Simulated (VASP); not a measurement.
Runs of VASP 6.6.1 on AlP. The structure is that of space group F-43m (No. 216), or close to it. The cells are those of the table. 

```tsv
task	cell	gap on the mesh (eV)	pressure (GPa)
single point	a = 3.814 Å, angles 60.0°, 2 atoms	1.36	4.1
single point	a = 3.748 Å, angles 60.0°, 2 atoms	1.25	10.0
single point	a = 3.854 Å, angles 60.0°, 2 atoms	1.43	1.0
relaxation of cell and atoms	relaxed to 10 GPa from a = 3.868 Å, angles 60.0°, 2 atoms	1.25	10.0
relaxation of cell and atoms	relaxed to 7 GPa from a = 3.868 Å, angles 60.0°, 2 atoms	1.31	7.0
single point	a = 3.840 Å, angles 60.0°, 2 atoms	1.41	2.0
single point	a = 3.702 Å, angles 60.0°, 2 atoms	1.16	(a)
relaxation of cell and atoms	relaxed to 1 GPa from a = 3.868 Å, angles 60.0°, 2 atoms	1.43	1.0
single point	a = 3.779 Å, angles 60.0°, 2 atoms	1.31	7.0
relaxation of cell and atoms	relaxed to 4 GPa from a = 3.868 Å, angles 60.0°, 2 atoms	1.37	4.0
relaxation of cell and atoms	relaxed to 2 GPa from a = 3.868 Å, angles 60.0°, 2 atoms	1.41	2.0
relaxation of cell and atoms	relaxed to 15 GPa from a = 3.868 Å, angles 60.0°, 2 atoms	1.16	15.0
```

Alike in all rows: level PBEsol; potentials or basis VASP PAW PBE potentials, release 64 (Al, P); no spin polarisation; k mesh 8 × 8 × 8; cutoff (eV) 500; smearing gaussian 0.01 eV.

Q: Fill in the values left out.

A: (a) 15.1.

Caveats: the PAW data sets were made with another functional, which shifts forces and pressure a little; the cell is relaxed towards a set pressure, so the run minimises the enthalpy, not the energy (at least some runs); the cell stands under pressure (at least some runs).

A k mesh can miss the band edges.
